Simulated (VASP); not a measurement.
Pd, 1 atom in the cell. The structure is cubic, space group Fm-3m (No. 225). Conventional cell: a = 3.904 Å, b = 3.904 Å, c = 3.904 Å, α = 90.00°, β = 90.00°, γ = 90.00°. Within 3.6 Å of Pd (site symmetry m-3m) lie 12 Pd at 2.76 Å. 

```yaml
Program: VASP 6.6.1
Task: single point
Functional: revPBE
Dispersion: D4
Potentials_or_basis: VASP PAW PBE potentials, release 64 (Pd)
Cutoff: 520 eV
k_mesh: 12 × 12 × 12
Occupations: fermi-dirac, width 0.05 eV
Spin: no spin polarisation
Dipole_correction: no
Further_INCAR_settings: ALGO = Normal; EDIFF = 1e-06; NBANDS = 11
```

Potentials or basis: VASP PAW PBE potentials, release 64 (Pd).

Launch:

```console
$ cat potpaw_PBE.64/Pd/POTCAR > POTCAR
$ mpirun -np 1 vasp_std > vasp.out
```

Hardware: 1 thread of Intel Xeon 8259CL, on a shared host.

Task: Estimate the wall time of this run.

Result: Wall time 17 s on 1 thread of Intel Xeon 8259CL, on a shared host, peak memory 0.15 GiB. Counts: scf iterations 11, k points 72.
